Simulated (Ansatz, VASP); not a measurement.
## Two plane-wave programs on TiTe3Mo

```
CELL_PARAMETERS angstrom
4.87901 0.00000 0.00000
0.00000 4.87901 0.00000
0.00000 0.00000 4.87901
ATOMIC_POSITIONS crystal
Ti 0.00000 0.00000 0.00000
Te 0.00000 0.50000 0.50000
Te 0.50000 0.00000 0.50000
Te 0.50000 0.50000 0.00000
Mo 0.50000 0.50000 0.50000
```

Change from the starting cell: species swapped into the RbHgF3 type (Pm-3m, No. 221).

Alike in both runs: task single point; functional PBE; k mesh 4 × 4 × 4; occupations gaussian, width 0.1 eV; no spin polarisation.

|  | VASP | Ansatz |
| --- | --- | --- |
| version | VASP 6.6.1 | Ansatz 0.2.0 |
| potentials or method | VASP PAW PBE potentials, release 64 (Ti_sv, Te, Mo_sv), cutoff 520 eV | scalar-relativistic, plane waves, PAW |
| valence electrons in the cell | 44 | 74 |

```csv
,VASP,Ansatz,Ansatz less VASP
gap on the k mesh at the Fermi level (eV),none,none,-
pressure (GPa),24.1,24.3,+0.18
```

A gap of «none» marks a metal or a gap that the smearing closes. VASP's potentials hold 44 valence electrons a cell and Ansatz's 74, so a difference there can come from the potentials and not from the codes.

Spin-orbit coupling is off throughout.
